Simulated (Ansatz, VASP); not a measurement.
# SnO: VASP beside Ansatz

INCAR

```
ALGO = Normal
EDIFF = 1E-8
ENCUT = 520
ISIF = 2
ISMEAR = -1
LASPH = T
LCHARG = F
LEFG = T
LREAL = F
LWAVE = F
NBANDS = 28
NELM = 100
PREC = Accurate
SIGMA = 0.02
```

KPOINTS

```
k-points
0
Gamma
  6 6 5
```

File POSCAR:

```
SnO
1.0
    3.8020000000      0.0000000000      0.0000000000
    0.0000000000      3.8020000000      0.0000000000
    0.0000000000      0.0000000000      4.9327200000
Sn O
2 2
Direct
    0.0000000000      0.5000000000      0.2385000000
    0.5000000000      0.0000000000      0.7615000000
    0.0000000000      0.0000000000      0.0000000000
    0.5000000000      0.5000000000      0.0000000000
```

Input for Ansatz:

```yaml
crystal:
  lattice:
    - [3.802, 0.0, 0.0]
    - [0.0, 3.802, 0.0]
    - [0.0, 0.0, 4.93272]
  atoms:
    - { symbol: Sn, position: [0.0, 0.5, 0.2385] }
    - { symbol: Sn, position: [0.5, 0.0, 0.7615] }
    - { symbol: O, position: [0.0, 0.0, 0.0] }
    - { symbol: O, position: [0.5, 0.5, 0.0] }
kpoints:
  mp_grid: { grid: [6, 6, 5] }
scf:
  occupations: { method: fermi_dirac, width: 0.02 }
hamiltonian:
  xc: lda
  pseudopotentials: { kind: all_electron, datasets: crystal }
output:
  forces: true
  stress: true
  eigenvalues: true
  efg: { contact_densities: true }
```

Change from the starting cell: zz strain of +2 %, crystal datasets.

Alike in both runs: task electric field gradients; functional LDA; k mesh 6 × 6 × 5; occupations fermi-dirac, width 0.02 eV; no spin polarisation.

```csv
,VASP,Ansatz
version,VASP 6.6.1,Ansatz 0.2.0
potentials or method,"VASP PAW LDA potentials, release 64 (Sn_d, O), cutoff 520 eV","all-electron PAW with datasets made for the crystal, scalar-relativistic"
```

VASP gave:

- pressure (GPa): -4.0
- traceless stress, the component that is largest in VASP (GPa): -0.62
- rms of the force components (eV/Å): 0.213
- size of Vzz on the site where it differs most (V/Å²): 167.6

Problem. What did Ansatz give for the same quantities?

Solution. Pressure (GPa): -4.3; traceless stress, the component that is largest in VASP (GPa): -0.64; rms of the force components (eV/Å): 0.256; size of Vzz on the site where it differs most (V/Å²): 172.7.

LDA's correlation is that of Perdew and Zunger in VASP and of Perdew and Wang (1992) in Ansatz. Atom by atom the forces differ by 0.043 eV/Å (rms over components). Ansatz ran all-electron here, and VASP with PAW potentials.
